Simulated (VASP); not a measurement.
# HfH3 (Pm-3m) in VASP: a series of runs

Runs on HfH3. Level: PBEsol. Tasks: single point, relaxation of cell and atoms.

Program: VASP 6.6.1. These are calculated values, not measurements. Logs are shortened: lines on timing, memory, paths and dates and some standing lists are left out, and cuts for length are marked.

### Step 1. The cell of the first run

Symmetry: Pm-3m, No. 221, cubic system. The conventional cell has a = 3.038 Å, b = 3.038 Å, c = 3.038 Å, α = 90.00°, β = 90.00°, γ = 90.00°. Hf (site symmetry m-3m) has 12 H at 2.15 Å within 2.8 Å. Within 2.8 Å of H (site symmetry 4/mmm) lie 4 Hf at 2.15 Å and 8 H at 2.15 Å.

### Step 2. Single point, PBEsol

INCAR reads:

```
ALGO = Normal
EDIFF = 1E-7
ENCUT = 520
GGA = PS
ISIF = 2
ISMEAR = -1
LASPH = T
LCHARG = F
LREAL = F
LWAVE = F
NBANDS = 14
NELM = 60
PREC = Accurate
SIGMA = 0.1
```

KPOINTS reads:

```
k-points
0
Gamma
  15 15 15
```

POSCAR reads:

```
HfH3
1.0
    3.0380679438      0.0000000000      0.0000000000
    0.0000000000      3.0380679438      0.0000000000
    0.0000000000      0.0000000000      3.0380679438
Hf H
1 3
Direct
    0.0000000000      0.0000000000      0.0000000000
    0.0000000000      0.5000000000      0.5000000000
    0.5000000000      0.0000000000      0.5000000000
    0.5000000000      0.5000000000      0.0000000000
```

Potentials or basis: VASP PAW PBE potentials, release 64 (Hf_pv, H).

The run is started by

```sh
cat potpaw_PBE.64/Hf_pv/POTCAR potpaw_PBE.64/H/POTCAR > POTCAR
mpirun -np 1 vasp_std > vasp.out
```

OUTCAR:

```text
EDIFF = 1E-7
   ENCUT = 520
   GGA = PS
   ISIF = 2
   ISMEAR = -1
   LASPH = T
   LREAL = F
   NELM = 60
   PREC = Accurate

 ion  position               nearest neighbor table
   1  0.000  0.000  0.000-   2 2.15   3 2.15   4 2.15   2 2.15   3 2.15   2 2.15   4 2.15   2 2.15
                             3 2.15   4 2.15   3 2.15   4 2.15
   2  0.000  0.500  0.500-   1 2.15   1 2.15   1 2.15   1 2.15
   3  0.500  0.000  0.500-   1 2.15   1 2.15   1 2.15   1 2.15
   4  0.500  0.500  0.000-   1 2.15   1 2.15   1 2.15   1 2.15

  LATTYP: Found a simple cubic cell.
 ALAT       =     3.0380679438

  Lattice vectors:

 A1 = (   3.0380679438,   0.0000000000,   0.0000000000)
 A2 = (   0.0000000000,   3.0380679438,   0.0000000000)
 A3 = (   0.0000000000,   0.0000000000,   3.0380679438)

Analysis of symmetry for initial positions (statically):
=====================================================================
 Subroutine PRICEL returns:
 Original cell was already a primitive cell.

 Routine SETGRP: Setting up the symmetry group for a
 simple cubic supercell.

 Subroutine GETGRP returns: Found 48 space group operations
 (whereof 48 operations were pure point group operations)
 out of a pool of 48 trial point group operations.

The static configuration has the point symmetry O_h .

Analysis of symmetry for dynamics (positions and initial velocities):
=====================================================================
 Subroutine PRICEL returns:
 Original cell was already a primitive cell.

 Routine SETGRP: Setting up the symmetry group for a
 simple cubic supercell.

 Subroutine GETGRP returns: Found 48 space group operations
 (whereof 48 operations were pure point group operations)
 out of a pool of 48 trial point group operations.

The dynamic configuration has the point symmetry O_h .

 Subroutine INISYM returns: Found 48 space group operations
 (whereof 48 operations are pure point group operations),
 and found     1 'primitive' translations

----------------------------------------------------------------------------------------

                                     Primitive cell

  volume of cell :      28.0409

  direct lattice vectors                    reciprocal lattice vectors
     3.038067944  0.000000000  0.000000000     0.329156562  0.000000000  0.000000000
     0.000000000  3.038067944  0.000000000     0.000000000  0.329156562  0.000000000
     0.000000000  0.000000000  3.038067944     0.000000000  0.000000000  0.329156562

[... 100 lines left out ...]
   EMIN   =  10.00;   EMAX   =-10.00  energy-range for DOS
   EFERMI =   0.00;   METHOD = LEGACY
   ISMEAR =    -1;   SIGMA  =   0.10  broadening in eV -4-tet -1-fermi 0-gaus
   EFERMI_NEDOS =   21; number of points for ismear=-14 and -15
   IALGO  =     38    algorithm
   IMIX   =      4    mixing-type and parameters
     AMIX     =   0.40;   BMIX     =  1.00
     AMIX_MAG =   1.60;   BMIX_MAG =  1.00
  volume/ion in A,a.u.               =       7.01        47.31
  Fermi-wavevector in a.u.,A,eV,Ry     =   1.267044  2.394367 21.842810  1.605401
  Thomas-Fermi vector in A             =   2.400213
   LORBIT       =      0    0 simple, 1 ext, 2 COOP (PROOUT), +10 PAW based schemes
   GGA     = PS    functional components
   LHFCALC =     F    Hartree Fock is set to
   AEXX    =    0.0000 exact exchange contribution
   IVDW    =     0    specifies the selected vdW correction
   LEPSILON=     F    determine dielectric tensor
   LRPA    =     F    only Hartree local field effects (RPA)
 non-spin polarized calculation
  energy-cutoff  :      520.00
  volume of cell :       28.04
 maximum number of plane-waves:       772
 NGX is ok and might be reduce to    24
   NGX = 11   NGY = 11   NGZ = 11

 number of electron      13.0000005 magnetization

 Free energy of the ion-electron system (eV)
  ---------------------------------------------------
  ext. energy  EPLUGINS =         0.00000000
  ---------------------------------------------------
  free energy    TOTEN  =       -21.63443483 eV

  energy without entropy =      -21.60760770  energy(sigma->0) =      -21.62102126

 E-fermi :   5.1621     XC(G=0): -11.6789

 val. band max:        5.1180275813   @ k =   0.4000   0.2000   0.2000
 cond. band min:       5.1691736930   @ k =   0.3333   0.2667   0.1333
 fundamental gap:      0.0511461117
 Fermi energy:         5.1620504136

 k-point     1 :       0.0000    0.0000    0.0000
  band No.  band energies     occupation
      1     -25.5500      2.00000
      2     -25.5500      2.00000
      3     -25.5500      2.00000
      4      -6.6643      2.00000
      5       0.5601      2.00000
      6       0.5601      2.00000
      7       9.8897      0.00000
      8       9.8897      0.00000
      9       9.8897      0.00000
     10      11.8338      0.00000
     11      11.8338      0.00000
     12      13.4668      0.00000
     13      13.4668      0.00000
     14      13.4668      0.00000
[... 377 lines left out ...]
      1     -26.0754      2.00000
      2     -25.7508      2.00000
      3     -25.4802      2.00000
      4      -3.8388      2.00000
      5      -0.0105      2.00000
      6       1.7455      2.00000
      7       5.0878      1.35523
      8       7.1135      0.00000
      9       8.7020      0.00000
     10       9.6796      0.00000
     11      10.8708      0.00000
     12      12.8010      0.00000
     13      17.7760      0.00000
     14      18.9503      0.00000

 [... further k-points ...]

------------------------ aborting loop because EDIFF is reached ----------------------------------------

  FORCE on cell =-STRESS in cart. coord.  units (eV):
  Direction    XX          YY          ZZ          XY          YZ          ZX
  --------------------------------------------------------------------------------------
  -------------------------------------------------------------------------------------
  Total        0.3951180      0.3951180      0.3951180     -0.0000000     -0.0000000     -0.0000000
  in kB       22.5758912     22.5758912     22.5758912     -0.0000000     -0.0000000     -0.0000000
  external PRESSURE =      22.5758912 kB  Pullay stress =       0.0000000 kB

 VOLUME and BASIS-vectors are now :
 -----------------------------------------------------------------------------
  energy-cutoff  :      520.00
  volume of cell :       28.04
      direct lattice vectors                 reciprocal lattice vectors
     3.038067944  0.000000000  0.000000000     0.329156562  0.000000000  0.000000000
     0.000000000  3.038067944  0.000000000     0.000000000  0.329156562  0.000000000
     0.000000000  0.000000000  3.038067944     0.000000000  0.000000000  0.329156562

 POSITION                                       TOTAL-FORCE (eV/Angst)
 -----------------------------------------------------------------------------------
      0.00000      0.00000      0.00000         0.000000      0.000000      0.000000
      0.00000      1.51903      1.51903         0.000000      0.000000      0.000000
      1.51903      0.00000      1.51903         0.000000      0.000000      0.000000
      1.51903      1.51903      0.00000         0.000000      0.000000      0.000000
 -----------------------------------------------------------------------------------
    total drift:                                0.000000      0.000000     -0.000000

  FREE ENERGIE OF THE ION-ELECTRON SYSTEM (eV)
  ---------------------------------------------------
  free  energy   TOTEN  =       -21.6344348291 eV

  energy  without entropy=      -21.6076076950  energy(sigma->0) =      -21.62102126
```

OSZICAR:

```text
N       E                     dE             d eps       ncg     rms          rms(c)
DAV:   1     0.178059231521E+02    0.17806E+02   -0.64756E+03  3360   0.828E+02
DAV:   2    -0.217500425204E+02   -0.39556E+02   -0.37567E+02  4272   0.187E+02
DAV:   3    -0.227529246842E+02   -0.10029E+01   -0.99702E+00  4128   0.210E+01
DAV:   4    -0.227568831832E+02   -0.39585E-02   -0.39580E-02  3978   0.162E+00
DAV:   5    -0.227569083314E+02   -0.25148E-04   -0.25148E-04  4112   0.110E-01    0.482E+01
DAV:   6    -0.217868731687E+02    0.97004E+00   -0.68344E-01  3768   0.629E+00    0.322E+01
DAV:   7    -0.217055805799E+02    0.81293E-01   -0.82543E-01  3924   0.668E+00    0.523E+00
DAV:   8    -0.216381581098E+02    0.67422E-01   -0.23100E-01  3624   0.362E+00    0.120E+00
DAV:   9    -0.216343351281E+02    0.38230E-02   -0.15873E-02  3978   0.100E+00    0.340E-01
DAV:  10    -0.216344252486E+02   -0.90120E-04   -0.87467E-04  4176   0.195E-01    0.174E-01
DAV:  11    -0.216344349448E+02   -0.96962E-05   -0.95073E-06  3978   0.263E-02    0.121E-02
DAV:  12    -0.216344348684E+02    0.76415E-07   -0.10345E-06  4130   0.707E-03    0.350E-02
DAV:  13    -0.216344348291E+02    0.39258E-07   -0.44737E-07  3798   0.524E-03
   1 F= -.21634435E+02 E0= -.21621021E+02  d E =-.268271E-01
```

Wall time 43 s (1 thread of Intel Xeon 8259CL, shared host); peak memory 0.17 GiB.

What came out:

```yaml
Free_energy: -21.6344 eV
Pressure: 2.3 GPa
Band_gap_on_the_k_mesh: zero (an odd number of electrons rules out a gap without spin polarisation)
```

Caveat: the PAW data sets were made with another functional, which shifts forces and pressure a little; spin-orbit coupling is left out, which moves the levels of the heavy elements.

### Step 3. Single point, PBEsol

This run uses another cell than the first one, of 7.15 Å³/atom.

INCAR reads:

```
SYSTEM = HfH3
  PREC = Accurate
  ENCUT = 520
  EDIFF = 1E-6
  ISMEAR = -1
  SIGMA = 0.1
  LREAL = .FALSE.
  LASPH = .TRUE.
  NELM = 80
  ALGO = Normal
  ISIF = 2
  LWAVE = .FALSE.
  LCHARG = .FALSE.
  GGA = PS
  NBANDS = 14
```

KPOINTS reads:

```
regular mesh
0
G
  15 15 15
  0 0 0
```

POSCAR reads:

```
HfH3
1.0
    3.0585960526      0.0000000000      0.0000000000
    0.0000000000      3.0585960526      0.0000000000
    0.0000000000      0.0000000000      3.0585960526
Hf H
1 3
Direct
    0.0000000000      0.0000000000      0.0000000000
    0.0000000000      0.5000000000      0.5000000000
    0.5000000000      0.0000000000      0.5000000000
    0.5000000000      0.5000000000      0.0000000000
```

Potentials or basis: VASP PAW PBE potentials, release 64 (Hf_pv, H).

The run is started by

```sh
cat potpaw_PBE.64/Hf_pv/POTCAR potpaw_PBE.64/H/POTCAR > POTCAR
mpirun -np 1 vasp_std > vasp.out
```

Run time: 39 s. Hardware: 1 thread of Intel Xeon 8259CL, shared host; peak memory 0.17 GiB.

The run converged. Its results:

* Free energy: -21.6376 eV
* Pressure: -0.8 GPa
* Band gap on the k mesh: zero (an odd number of electrons rules out a gap without spin polarisation)

Levels at points of the mesh, in eV from the Fermi level:
| k point | band 3 | band 4 | band 5 | band 6 | band 7 | band 8 | band 9 | band 10 |
| --- | --- | --- | --- | --- | --- | --- | --- | --- |
| (0.00, 0.00, 0.00) | -30.77 | -11.68 | -4.52 | -4.52 | 4.62 | 4.62 | 4.62 | 6.54 |

Caveat: the PAW data sets were made with another functional, which shifts forces and pressure a little; spin-orbit coupling is left out, which moves the levels of the heavy elements.

### Step 4. Single point, PBEsol

This run uses another cell than the first one, of 7.15 Å³/atom.

INCAR reads:

```
PREC = Accurate
ENCUT = 520
EDIFF = 1E-6
ISMEAR = -1
SIGMA = 0.1
LREAL = F
LASPH = T
NELM = 100
ALGO = Normal
ISIF = 2
LWAVE = F
LCHARG = F
GGA = PS
NBANDS = 14
```

KPOINTS reads:

```
Automatic mesh
0
Gamma
  15 15 15
```

POSCAR is that of step 3.

The run is started by

```sh
cat potpaw_PBE.64/Hf_pv/POTCAR potpaw_PBE.64/H/POTCAR > POTCAR
mpirun -np 1 vasp_std > vasp.out
```

Wall time 41 s (1 thread of Intel Xeon 8259CL, shared host); peak memory 0.17 GiB.

Results (log left out):

```
Free energy            : -21.6376 eV
Pressure               : -0.8 GPa
Band gap on the k mesh : zero (an odd number of electrons rules out a gap without spin polarisation)
```

Levels at points of the mesh, in eV from the Fermi level:
```tsv
k point	band 4	band 5	band 6	band 7	band 8	band 9
(0.00, 0.00, 0.00)	-11.68	-4.52	-4.52	4.62	4.62	4.62
```

Caveat: the PAW data sets were made with another functional, which shifts forces and pressure a little; spin-orbit coupling is left out, which moves the levels of the heavy elements.

### Step 5. Single point, PBEsol

This run uses another cell than the first one, of 7.30 Å³/atom.

INCAR reads:

```
SYSTEM = HfH3
PREC     = Accurate       ! precision mode
ENCUT    = 520            ! plane-wave cutoff, eV
EDIFF    = 1E-6           ! SCF threshold, eV
ISMEAR   = -1             ! smearing method
SIGMA    = 0.1            ! smearing width, eV
LREAL    = .FALSE.        ! projectors in reciprocal space
LASPH    = .TRUE.         ! aspherical terms in the spheres
NELM     = 100            ! most SCF steps
ALGO     = Normal         ! electronic algorithm
ISIF     = 2              ! what is computed and relaxed
LWAVE    = .FALSE.        ! write WAVECAR
LCHARG   = .TRUE.         ! write CHGCAR
GGA      = PS             ! functional
LELF     = .TRUE.         ! ELF
LVHAR    = .TRUE.       
NBANDS   = 14             ! bands
```

KPOINTS reads:

```
regular mesh
0
G
  15 15 15
  0 0 0
```

POSCAR reads:

```
HfH3
1.0
    3.0788522460      0.0000000000      0.0000000000
    0.0000000000      3.0788522460      0.0000000000
    0.0000000000      0.0000000000      3.0788522460
Hf H
1 3
Direct
    0.0000000000      0.0000000000      0.0000000000
    0.0000000000      0.5000000000      0.5000000000
    0.5000000000      0.0000000000      0.5000000000
    0.5000000000      0.5000000000      0.0000000000
```

The run is started by

```sh
cat potpaw_PBE.64/Hf_pv/POTCAR potpaw_PBE.64/H/POTCAR > POTCAR
mpirun -np 1 vasp_std > vasp.out
```

It took 38 s on 1 thread of Intel Xeon 8259CL, shared host; peak memory 0.18 GiB.

Results (log left out):

| Item | Value |
| --- | --- |
| Free energy | -21.6304 eV |
| Pressure | -3.5 GPa |
| Band gap on the k mesh | zero (an odd number of electrons rules out a gap without spin polarisation) |

Levels at points of the mesh, in eV from the Fermi level:
| k point | band 3 | band 4 | band 5 | band 6 | band 7 | band 8 | band 9 | band 10 |
| --- | --- | --- | --- | --- | --- | --- | --- | --- |
| (0.00, 0.00, 0.00) | -30.83 | -11.54 | -4.43 | -4.43 | 4.51 | 4.51 | 4.51 | 6.41 |

Caveat: the cell stands under tension; the PAW data sets were made with another functional, which shifts forces and pressure a little; spin-orbit coupling is left out, which moves the levels of the heavy elements.

(Continued in part 2 of 2.)
